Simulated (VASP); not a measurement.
# HfN (P6_3/mmc) in VASP: further runs, part 3 of 3

VASP 6.6.1. Earlier steps stand in the parts before.

## Step 6: Relaxation of cell and atoms, BLYP+D3(BJ)

This run uses another cell than the first one, of 11.52 Å³/atom, 1.032 times its volume.

File INCAR:

```
SYSTEM = HfN
  PREC = Accurate
  ENCUT = 600
  EDIFF = 1E-6
  ISMEAR = 1
  SIGMA = 0.1
  LREAL = .False.
  LASPH = .True.
  NELM = 60
  ALGO = Normal
  ISIF = 3
  LWAVE = .False.
  LCHARG = .False.
  GGA = B5
  ALDAX = 1.0
  AGGAX = 1.0
  AGGAC = 1.0
  ALDAC = 0.0
  IVDW = 12
  VDW_S6 = 1.0
  VDW_S8 = 2.6996
  VDW_A1 = 0.4298
  VDW_A2 = 4.2359
  IBRION = 2
  NSW = 80
  EDIFFG = -0.01
```

File KPOINTS:

```
Automatic mesh
0
Gamma
  8 8 4
  0 0 0
```

File POSCAR:

```
HfN
1.0
    3.1339100000      0.0000000000      0.0000000000
   -1.5669550000      2.7140456732      0.0000000000
    0.0000000000      0.0000000000      5.4167700000
Hf N
2 2
Direct
    0.6666666667      0.3333333333      0.7500000000
    0.3333333333      0.6666666667      0.2500000000
    0.0000000000      0.0000000000      0.0000000000
    0.0000000000      0.0000000000      0.5000000000
```

Potentials or basis: VASP PAW PBE potentials, release 64 (Hf_pv, N).

Launch:

```
$ cat potpaw_PBE.64/Hf_pv/POTCAR potpaw_PBE.64/N/POTCAR > POTCAR
$ mpirun -np 1 vasp_std > vasp.out
```

OUTCAR:

```text
SYSTEM = HfN
   PREC = Accurate
   ENCUT = 600
   EDIFF = 1E-6
   ISMEAR = 1
   LREAL = .False.
   LASPH = .True.
   NELM = 60
   ISIF = 3
   GGA = B5
   IVDW = 12
   IBRION = 2
   NSW = 80
   EDIFFG = -0.01
 IVDW          = 12

 ion  position               nearest neighbor table
   1  0.667  0.333  0.750-   3 2.26   4 2.26   3 2.26   4 2.26   3 2.26   4 2.26   2 3.26   2 3.26
                             2 3.26   2 3.26   2 3.26   2 3.26
   2  0.333  0.667  0.250-   3 2.26   4 2.26   3 2.26   4 2.26   3 2.26   4 2.26   1 3.26   1 3.26
                             1 3.26   1 3.26   1 3.26   1 3.26
   3  0.000  0.000  0.000-   1 2.26   2 2.26   1 2.26   2 2.26   1 2.26   2 2.26
   4  0.000  0.000  0.500-   1 2.26   2 2.26   1 2.26   2 2.26   1 2.26   2 2.26

  LATTYP: Found a hexagonal cell.
 ALAT       =     3.1339100000
 C/A-ratio  =     1.7284382768

  Lattice vectors:

 A1 = (   3.1339100000,   0.0000000000,   0.0000000000)
 A2 = (  -1.5669550000,   2.7140456732,   0.0000000000)
 A3 = (   0.0000000000,   0.0000000000,   5.4167700000)

Analysis of symmetry for initial positions (statically):
=====================================================================
 Subroutine PRICEL returns:
 Original cell was already a primitive cell.

 Routine SETGRP: Setting up the symmetry group for a
 hexagonal supercell.

 Subroutine GETGRP returns: Found 24 space group operations
 (whereof 12 operations were pure point group operations)
 out of a pool of 24 trial point group operations.

The static configuration has the point symmetry D_3d.
 The point group associated with its full space group is D_6h.

Analysis of symmetry for dynamics (positions and initial velocities):
=====================================================================
 Subroutine PRICEL returns:
 Original cell was already a primitive cell.

 Routine SETGRP: Setting up the symmetry group for a
 hexagonal supercell.

 Subroutine GETGRP returns: Found 24 space group operations
 (whereof 12 operations were pure point group operations)
 out of a pool of 24 trial point group operations.

The dynamic configuration has the point symmetry D_3d.
[... 109 lines left out ...]
   NFREE  =      1    steps in history (QN), initial steepest desc. (CG)
   ISIF   =      3    stress and relaxation
   ISYM   =      2    0-nonsym 1-usesym 2-fastsym
   POTIM  = 0.5000    time-step for ionic-motion
   TEBEG  =    0.0;   TEEND  =   0.0 temperature during run
   PSTRESS=    0.0 pullay stress
   NELECT =      30.0000    total number of electrons
   NUPDOWN=      -1.0000    fix difference up-down
   EMIN   =  10.00;   EMAX   =-10.00  energy-range for DOS
   EFERMI =   0.00;   METHOD = LEGACY
   ISMEAR =     1;   SIGMA  =   0.10  broadening in eV -4-tet -1-fermi 0-gaus
   EFERMI_NEDOS =   21; number of points for ismear=-14 and -15
   IALGO  =     38    algorithm
   IMIX   =      4    mixing-type and parameters
     AMIX     =   0.40;   BMIX     =  1.00
     AMIX_MAG =   1.60;   BMIX_MAG =  1.00
  volume/ion in A,a.u.               =      11.52        77.73
  Fermi-wavevector in a.u.,A,eV,Ry     =   1.418950  2.681428 27.394247  2.013420
  Thomas-Fermi vector in A             =   2.540022
   LORBIT       =      0    0 simple, 1 ext, 2 COOP (PROOUT), +10 PAW based schemes
   GGA     = B5    functional components
   LHFCALC =     F    Hartree Fock is set to
   AEXX    =    0.0000 exact exchange contribution
   IVDW    =    12    specifies the selected vdW correction
   LEPSILON=     F    determine dielectric tensor
   LRPA    =     F    only Hartree local field effects (RPA)
 conjugate gradient relaxation of ions
 non-spin polarized calculation
 Methfessel and Paxton  Order N= 1 SIGMA  =   0.10
  energy-cutoff  :      600.00
  volume of cell :       46.07
 maximum number of plane-waves:      1581
 NGX is ok and might be reduce to    28
   NGX = 13   NGY = 13   NGZ = 21

--------------------------------------- Ionic step        1  -------------------------------------------

 number of electron      29.9999998 magnetization

 Free energy of the ion-electron system (eV)
  ---------------------------------------------------
  ext. energy  EPLUGINS =         0.00000000
  ---------------------------------------------------
  free energy    TOTEN  =       -39.81358199 eV

  energy without entropy =      -39.80716784  energy(sigma->0) =      -39.81144394

------------------------ aborting loop because EDIFF is reached ----------------------------------------

 Edisp (eV)   -3.62289

 E8    (eV) :    -2.7483
[... 75 lines left out ...]
--------------------------------------- Ionic step        3  -------------------------------------------

 number of electron      29.9999998 magnetization

 Free energy of the ion-electron system (eV)
  ---------------------------------------------------
  ext. energy  EPLUGINS =         0.00000000
  ---------------------------------------------------
  free energy    TOTEN  =       -39.81622206 eV

  energy without entropy =      -39.81008514  energy(sigma->0) =      -39.81417642

 E-fermi :   8.2981     XC(G=0): -12.0745

 val. band max:        8.2928402269   @ k =   0.3750   0.1250   0.5000
 cond. band min:       8.3066850857   @ k =   0.1250  -0.0000   0.2500
 fundamental gap:      0.0138448588
 Fermi energy:         8.2980972093

 k-point     1 :       0.0000    0.0000    0.0000
  band No.  band energies     occupation
      1     -23.2593      2.00000
      2     -22.4181      2.00000
      3     -22.3089      2.00000
      4     -22.3089      2.00000
      5     -22.2513      2.00000
      6     -22.2513      2.00000
[... 505 lines left out ...]
      6     -22.4356      2.00000
[... 11 lines left out ...]
     18      12.4782      0.00000
     19      12.7816      0.00000

 [... further k-points ...]

------------------------ aborting loop because EDIFF is reached ----------------------------------------

 Edisp (eV)   -3.62129

 E8    (eV) :    -2.7470
[... 27 lines left out ...]
  FREE ENERGIE OF THE ION-ELECTRON SYSTEM (eV)
  ---------------------------------------------------
  free  energy   TOTEN  =       -43.4375152579 eV

  energy  without entropy=      -43.4313783347  energy(sigma->0) =      -43.43546962

 reached required accuracy - stopping structural energy minimisation
```

OSZICAR:

```text
N       E                     dE             d eps       ncg     rms          rms(c)
DAV:   1     0.135363537311E+03    0.13536E+03   -0.18756E+04  1140   0.176E+03
DAV:   2    -0.403013893694E+02   -0.17566E+03   -0.17106E+03  1553   0.383E+02
DAV:   3    -0.471085367540E+02   -0.68071E+01   -0.67089E+01  1389   0.617E+01
DAV:   4    -0.472056029634E+02   -0.97066E-01   -0.95974E-01  1573   0.724E+00
[... 16 lines left out ...]
   2 F= -.43437513E+02 E0= -.43435481E+02  d E =-.103893E-02
       N       E                     dE             d eps       ncg     rms          rms(c)
DAV:   1    -0.398162249925E+02    0.75951E-04   -0.50042E-04  1230   0.183E-01    0.179E-02
DAV:   2    -0.398162230439E+02    0.19486E-05   -0.66806E-06  1518   0.199E-02    0.904E-03
DAV:   3    -0.398162220589E+02    0.98505E-06   -0.53637E-07   786   0.643E-03
   3 F= -.43437515E+02 E0= -.43435470E+02  d E =-.104124E-02
```

Wall time 65 s (1 thread of AMD EPYC 9R45 (Zen 5), shared host); peak memory 0.18 GiB.

Results:

```
Free energy                            : -43.4375 eV
Relaxed volume                         : 11.52 Å³/atom
Relaxed cell                           : a = 3.128 Å, b = 3.128 Å, c = 5.439 Å, α = 90.00°, β = 90.00°, γ = 120.00°
Space group after relaxing (to 0.05 Å) : P6_3/mmc (No. 194)
Energy gained by relaxing              : 0.3 meV/atom
Ionic steps                            : 3
Pressure after relaxing                : -0.1 GPa
Band gap on the k mesh                 : zero (band 15 reaches 10.22 eV, above the bottom of band 16 at 8.02 eV)
Dispersion energy per atom             : -0.905 eV
```

The path:
```
step  energy change (eV)  largest force (eV/Å)  pressure (GPa)  volume (Å³)
   1              0.0000                0.0000            0.04        46.07
   2             -0.0010                0.0000           -0.10        46.09
   3             -0.0010                0.0000           -0.09        46.09
```

Final structure:
```
CELL_PARAMETERS angstrom
3.12817 0.00000 0.00000
-1.56409 2.70908 0.00000
0.00000 0.00000 5.43900
ATOMIC_POSITIONS crystal
Hf 0.66667 0.33333 0.75000
Hf 0.33333 0.66667 0.25000
N 0.00000 0.00000 0.00000
N 0.00000 0.00000 0.50000
```

Caveat: the PAW data sets were made with another functional, which shifts forces and pressure a little; spin-orbit coupling is left out, which moves the levels of the heavy elements; pairwise dispersion overbinds metals, which lowers pressure and volume.

## Step 7: Relaxation of cell and atoms, LDA

This run uses another cell than the first one, of 11.52 Å³/atom, 1.032 times its volume.

File INCAR:

```
PREC = Accurate
ENCUT = 600
EDIFF = 1E-6
ISMEAR = 1
SIGMA = 0.1
LREAL = False
LASPH = True
NELM = 60
ALGO = Normal
ISIF = 3
LWAVE = False
LCHARG = False
IBRION = 2
NSW = 80
EDIFFG = -0.01
```

File KPOINTS:

```
Automatic mesh
0
Gamma
  8 8 4
```

POSCAR is that of step 6.

Potentials or basis: VASP PAW LDA potentials, release 64 (Hf_pv, N).

Launch:

```
$ cat potpaw_LDA.64/Hf_pv/POTCAR potpaw_LDA.64/N/POTCAR > POTCAR
$ mpirun -np 1 vasp_std > vasp.out
```

OUTCAR:

```text
PREC = Accurate
   ENCUT = 600
   EDIFF = 1E-6
   ISMEAR = 1
   LREAL = False
   LASPH = True
   NELM = 60
   ISIF = 3
   IBRION = 2
   NSW = 80
   EDIFFG = -0.01

 ion  position               nearest neighbor table
   1  0.667  0.333  0.750-   3 2.26   4 2.26   3 2.26   4 2.26   3 2.26   4 2.26   2 3.26   2 3.26
                             2 3.26   2 3.26   2 3.26   2 3.26
   2  0.333  0.667  0.250-   3 2.26   4 2.26   3 2.26   4 2.26   3 2.26   4 2.26   1 3.26   1 3.26
                             1 3.26   1 3.26   1 3.26   1 3.26
   3  0.000  0.000  0.000-   1 2.26   2 2.26   1 2.26   2 2.26   1 2.26   2 2.26
   4  0.000  0.000  0.500-   1 2.26   2 2.26   1 2.26   2 2.26   1 2.26   2 2.26

  LATTYP: Found a hexagonal cell.
 ALAT       =     3.1339100000
 C/A-ratio  =     1.7284382768

  Lattice vectors:

 A1 = (   3.1339100000,   0.0000000000,   0.0000000000)
 A2 = (  -1.5669550000,   2.7140456732,   0.0000000000)
 A3 = (   0.0000000000,   0.0000000000,   5.4167700000)

Analysis of symmetry for initial positions (statically):
=====================================================================
 Subroutine PRICEL returns:
[... 181 lines left out ...]
------------------------ aborting loop because EDIFF is reached ----------------------------------------

  FORCE on cell =-STRESS in cart. coord.  units (eV):
  Direction    XX          YY          ZZ          XY          YZ          ZX
  --------------------------------------------------------------------------------------
  -------------------------------------------------------------------------------------
  Total       -2.8221675     -2.8221675     -2.8186679     -0.0000000     -0.0000000      0.0000000
  in kB      -98.1407355    -98.1407355    -98.0190337     -0.0000000     -0.0000000      0.0000000
  external PRESSURE =     -98.1001683 kB  Pullay stress =       0.0000000 kB
[... 215 lines left out ...]
--------------------------------------- Ionic step        7  -------------------------------------------

 number of electron      29.9999998 magnetization

 Free energy of the ion-electron system (eV)
  ---------------------------------------------------
  ext. energy  EPLUGINS =         0.00000000
  ---------------------------------------------------
  free energy    TOTEN  =       -47.57261299 eV

  energy without entropy =      -47.56615766  energy(sigma->0) =      -47.57046121

 E-fermi :   7.9186     XC(G=0): -13.1719

 val. band max:        7.9101746319   @ k =   0.1250  -0.0000   0.2500
 cond. band min:       7.9201927363   @ k =   0.3750   0.1250   0.5000
 fundamental gap:      0.0100181044
 Fermi energy:         7.9186178407

 k-point     1 :       0.0000    0.0000    0.0000
  band No.  band energies     occupation
      1     -23.4316      2.00000
      2     -22.4266      2.00000
      3     -22.3286      2.00000
      4     -22.3286      2.00000
      5     -22.2597      2.00000
      6     -22.2597      2.00000
[... 505 lines left out ...]
      6     -22.4726      2.00000
[... 11 lines left out ...]
     18      12.2960      0.00000
     19      12.6379      0.00000

 [... further k-points ...]
[... 5 lines left out ...]
  --------------------------------------------------------------------------------------
  -------------------------------------------------------------------------------------
  Total       -0.0393239     -0.0393239      0.0076677      0.0000000      0.0000000      0.0000000
  in kB       -1.4162747     -1.4162747      0.2761583      0.0000000      0.0000000      0.0000000
  external PRESSURE =      -0.8521304 kB  Pullay stress =       0.0000000 kB
[... 19 lines left out ...]
  FREE ENERGIE OF THE ION-ELECTRON SYSTEM (eV)
  ---------------------------------------------------
  free  energy   TOTEN  =       -47.5726129862 eV

  energy  without entropy=      -47.5661576619  energy(sigma->0) =      -47.57046121

 reached required accuracy - stopping structural energy minimisation
```

OSZICAR:

```text
N       E                     dE             d eps       ncg     rms          rms(c)
DAV:   1     0.123716118509E+03    0.12372E+03   -0.18730E+04  1140   0.176E+03
DAV:   2    -0.475832489697E+02   -0.17130E+03   -0.16675E+03  1548   0.362E+02
DAV:   3    -0.535598632864E+02   -0.59766E+01   -0.59086E+01  1397   0.534E+01
DAV:   4    -0.536293738194E+02   -0.69511E-01   -0.69032E-01  1517   0.551E+00
[... 55 lines left out ...]
DAV:   1    -0.475726770590E+02   -0.98821E-04   -0.30976E-03  1158   0.475E-01    0.196E-01
DAV:   2    -0.475726328806E+02    0.44178E-04   -0.13458E-04  1370   0.897E-02    0.552E-02
DAV:   3    -0.475726153292E+02    0.17551E-04   -0.22808E-05  1288   0.387E-02    0.288E-02
DAV:   4    -0.475726131441E+02    0.21851E-05   -0.51948E-06  1302   0.180E-02    0.236E-02
DAV:   5    -0.475726129862E+02    0.15790E-06   -0.39214E-07   672   0.410E-03
   7 F= -.47572613E+02 E0= -.47570461E+02  d E =-.433505E-04
```

CONTCAR:

```text
HfN
   1.00000000000000
     3.0968851734989653    0.0000000000000000    0.0000000000000000
    -1.5484425867494827    2.6819812328784733    0.0000000000000000
     0.0000000000000000   -0.0000000000000000    5.3559813644936574
  Hf              N
     2     2
Direct
     0.6666666667000030    0.3333333332999970    0.7500000000000000
     0.3333333332999970    0.6666666667000030    0.2500000000000000
     0.0000000000000000    0.0000000000000000    0.0000000000000000
     0.0000000000000000    0.0000000000000000    0.5000000000000000

  0.00000000E+00  0.00000000E+00  0.00000000E+00
  0.00000000E+00  0.00000000E+00  0.00000000E+00
  0.00000000E+00  0.00000000E+00  0.00000000E+00
  0.00000000E+00  0.00000000E+00  0.00000000E+00
```

It took 84 s on 1 thread of AMD EPYC 9R45 (Zen 5), shared host; peak memory 0.15 GiB.

Results:

| Quantity | Value |
| --- | --- |
| Free energy | -47.5726 eV |
| Relaxed volume | 11.12 Å³/atom |
| Relaxed cell | a = 3.097 Å, b = 3.097 Å, c = 5.356 Å, α = 90.00°, β = 90.00°, γ = 120.00° |
| Space group after relaxing (to 0.05 Å) | P6_3/mmc (No. 194) |
| Energy gained by relaxing | 12.6 meV/atom |
| Ionic steps | 7 |
| Pressure after relaxing | -0.1 GPa |
| Band gap on the k mesh | zero (band 15 reaches 10.01 eV, above the bottom of band 16 at 7.62 eV) |

The path:
```csv
step,energy change (eV),largest force (eV/Å),pressure (GPa),volume (Å³)
1,0.0000,0.0000,-9.81,46.07
2,0.1545,0.0000,23.64,41.53
3,-0.0505,0.0000,-0.23,44.51
4,-0.0505,0.0000,-0.02,44.48
5,-0.0505,0.0000,0.19,44.45
6,-0.0505,0.0000,-0.31,44.52
7,-0.0505,0.0000,-0.09,44.49
```

Final structure:
```cif
data_structure
_symmetry_space_group_name_H-M 'P 1'
_symmetry_Int_Tables_number 1
_cell_length_a 3.0969
_cell_length_b 3.0969
_cell_length_c 5.3560
_cell_angle_alpha 90.000
_cell_angle_beta 90.000
_cell_angle_gamma 120.000
_cell_volume 44.49
loop_
_atom_site_label
_atom_site_type_symbol
_atom_site_fract_x
_atom_site_fract_y
_atom_site_fract_z
_atom_site_occupancy
Hf1 Hf 0.66667 0.33333 0.75000 1
Hf2 Hf 0.33333 0.66667 0.25000 1
N1 N 0.00000 0.00000 0.00000 1
N2 N 0.00000 0.00000 0.50000 1
```

Levels at points of the mesh, in eV from the Fermi level:
| k point | band 12 | band 13 | band 14 | band 15 | band 16 | band 17 | band 18 | band 19 |
| --- | --- | --- | --- | --- | --- | --- | --- | --- |
| (0.00, 0.00, 0.00) | -3.49 | -3.49 | -1.53 | -0.54 | 0.85 | 0.85 | 1.60 | 2.02 |
| (0.50, 0.00, 0.00) | -5.46 | -3.06 | -2.71 | -2.24 | 2.75 | 3.08 | 4.78 | 4.97 |
| (0.00, 0.00, 0.50) | -4.32 | -4.32 | -4.32 | 2.09 | 2.09 | 3.14 | 3.14 | 3.14 |
| (0.50, 0.00, 0.50) | -5.44 | -4.38 | -4.38 | -0.04 | -0.04 | 5.10 | 5.10 | 5.14 |

Caveat: spin-orbit coupling is left out, which moves the levels of the heavy elements.

## Step 8: The runs side by side

| task | level | potentials or basis | cell | cutoff (eV) | gap on the mesh (eV) | pressure (GPa) | relaxed volume (Å³/atom) |
| --- | --- | --- | --- | --- | --- | --- | --- |
| single point | LDA | VASP PAW LDA potentials, release 64 (Hf_pv, N) | a = 3.100, b = 3.100, c = 5.365 Å, angles 90.0, 90.0, 120.0°, 4 atoms | 520 | none | -1.1 | - |
| single point | PBEsol | VASP PAW PBE potentials, release 64 (Hf_pv, N) | a = 3.126, b = 3.126, c = 5.400 Å, angles 90.0, 90.0, 120.0°, 4 atoms | 520 | none | -2.0 | - |
| single point | BLYP+D3(BJ) | VASP PAW PBE potentials, release 64 (Hf_pv, N) | a = 3.133, b = 3.133, c = 5.451 Å, angles 90.0, 90.0, 120.0°, 4 atoms | 520 | none | -1.3 | - |
| relaxation of cell and atoms | PBEsol | VASP PAW PBE potentials, release 64 (Hf_pv, N) | relaxed from a = 3.134, b = 3.134, c = 5.417 Å, angles 90.0, 90.0, 120.0°, 4 atoms | 600 | none | 0.0 | 11.34 |
| relaxation of cell and atoms | BLYP+D3(BJ) | VASP PAW PBE potentials, release 64 (Hf_pv, N) | relaxed from a = 3.134, b = 3.134, c = 5.417 Å, angles 90.0, 90.0, 120.0°, 4 atoms | 600 | none | -0.1 | 11.52 |
| relaxation of cell and atoms | LDA | VASP PAW LDA potentials, release 64 (Hf_pv, N) | relaxed from a = 3.134, b = 3.134, c = 5.417 Å, angles 90.0, 90.0, 120.0°, 4 atoms | 600 | none | -0.1 | 11.12 |

Alike in all rows: no spin polarisation; k mesh 8 × 8 × 4; smearing methfessel-paxton 0.1 eV.

Caveats: spin-orbit coupling is left out, which moves the levels of the heavy elements; the PAW data sets were made with another functional, which shifts forces and pressure a little (some runs); pairwise dispersion overbinds metals, which lowers pressure and volume (some runs).

Absolute energies hang on the potentials; compare differences alone.
